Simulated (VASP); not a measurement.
Runs of VASP 6.6.1 on Mg. The structure is that of space group Pm-3m (No. 221), or close to it. The cells are those of the table. 

```csv
task,cell,k mesh,cutoff (eV),gap on the mesh (eV),pressure (GPa)
single point,"a = 3.088 Å, 1 atom",12 × 12 × 12,520,none,(a)
single point,"a = 3.165 Å, 1 atom",12 × 12 × 12,520,none,-2.0
relaxation of cell and atoms,"relaxed from a = 2.928 Å, 1 atom",11 × 11 × 11,600,none,0.0
single point,"a = 3.048 Å, 1 atom",11 × 11 × 11,520,none,-0.1
single point,"a = 2.921 Å, 1 atom",12 × 12 × 12,520,none,3.5
single point,"a = 3.048 Å, 1 atom",12 × 12 × 12,520,none,0.0
```

Alike in all rows: level revPBE; potentials or basis VASP PAW PBE potentials, release 64 (Mg); no spin polarisation; smearing fermi-dirac 0.1 eV.

Task: Fill in the values left out.

Result: (a) -0.8.

Caveats: the PAW data sets were made with another functional, which shifts forces and pressure a little.

A gap of «none» marks levels without a gap at the run's occupations.
